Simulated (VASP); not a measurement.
Input of a VASP 6.6.1 run:

The input INCAR:

```
PREC = Accurate
ENCUT = 520
EDIFF = 1E-8
ISMEAR = -1
SIGMA = 0.03
LREAL = F
LASPH = T
NELM = 100
ALGO = Normal
ISIF = 2
LWAVE = F
LCHARG = F
LEFG = T
NBANDS = 15
```

The input KPOINTS:

```
Automatic mesh
0
Gamma
  10 10 10
```

File POSCAR:

```
LaP
1.0
    0.0000000000      3.0324509126      3.0324509126
    3.0324509126      0.0000000000      3.0324509126
    3.0324509126      3.0324509126      0.0000000000
La P
1 1
Direct
    0.0000000000      0.0000000000      0.0000000000
    0.5000000000      0.5000000000      0.5000000000
```

Potentials or basis: VASP PAW LDA potentials, release 64 (La, P).

Command:

```bash
$ cat potpaw_LDA.64/La/POTCAR potpaw_LDA.64/P/POTCAR > POTCAR
$ mpirun -np 1 vasp_std > vasp.out
```

**Question.** Predict the pressure.

**Answer.** -4.6 GPa.

**Question.** Predict the band gap on the k mesh.

**Answer.** Zero (band 8 reaches 6.20 eV, above the bottom of band 9 at 6.00 eV).

Caveat: without QUAD_EFG the Cq values of the log hold for a quadrupole moment of 1 mb, not for the nuclei; spin-orbit coupling is left out, which moves the levels of the heavy elements.
